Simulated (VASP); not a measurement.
C:

```
CELL_PARAMETERS angstrom
0.00000 1.77690 1.77690
1.77690 0.00000 1.77690
1.77690 1.77690 0.00000
ATOMIC_POSITIONS crystal
C 0.50000 0.50000 0.50000
C 0.75000 0.75000 0.75000
```

Base run:

- Program: VASP 6.6.1
- Functional: PBEsol
- Potentials or basis: VASP PAW PBE potentials, release 64 (C)
- Cutoff: 520 eV
- k mesh: 12 × 12 × 12
- Occupations: gaussian, width 0.02 eV
- Spin: no spin polarisation

Its results: band gap on the k mesh 4.06 eV, indirect (least direct gap 5.57 eV); pressure 1.1 GPa.

**Question.** The run is repeated on the same cell with these changes: potentials or basis from VASP PAW PBE potentials, release 64 (C) to VASP PAW PBE potentials, release 64 (C_h); cutoff from 520 eV to 910 eV; further incar settings from ALGO = Normal; EDIFF = 1e-07; NBANDS = 11 to ALGO = Normal; EDIFF = 1e-06; NBANDS = 11. What comes out?

**Answer.** Band gap on the k mesh 4.07 eV, indirect (least direct gap 5.57 eV); pressure 0.0 GPa.

Caveats: the PAW data sets were made with another functional, which shifts forces and pressure a little; the cutoff is under 1.25 times the usual one of these potentials, so pressure, stress and relaxed cells hold a basis-set (Pulay) error (some runs).

A k mesh can miss the band edges.
